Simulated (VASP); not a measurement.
H, 2 atoms in the cell. It takes space group I4/mmm (No. 139, tetragonal). The conventional cell has a = 3.277 Å, b = 3.277 Å, c = 4.387 Å, α = 90.00°, β = 90.00°, γ = 90.00°. Within 1.1 Å of H (site symmetry 4mm) lie 1 H at 0.79 Å.  This cell differs from its parent crystal: ratio of the length along z to the lengths across it x 1.1, volume and fractional coordinates fixed.

| Property | Result |
| --- | --- |
| Program | VASP 6.6.1 |
| Task | single point |
| Functional | r2SCAN |
| Potentials or basis | VASP PAW PBE potentials, release 64 (H) |
| Cutoff | 520 eV |
| k mesh | 10 × 10 × 10 |
| Occupations | gaussian, width 0.05 eV |
| Spin | no spin polarisation |
| Dipole correction | no |
| Further INCAR settings | ALGO = Normal; EDIFF = 1e-07; NBANDS = 8 |

Potentials or basis: VASP PAW PBE potentials, release 64 (H).

The run is started by

```bash
$ cat potpaw_PBE.64/H/POTCAR > POTCAR
$ cp INCAR.step1 INCAR
$ mpirun -np 1 vasp_std > vasp.out
$ cp INCAR.step2 INCAR
$ mpirun -np 1 vasp_std > vasp.out
```

Hardware: 1 thread of AMD EPYC 7R13, with other jobs on the host.

Estimate the wall time of this run.

Run time: 2.9 min on 1 thread of AMD EPYC 7R13, on a shared host, peak memory 0.11 GiB. Counts: k points 102.
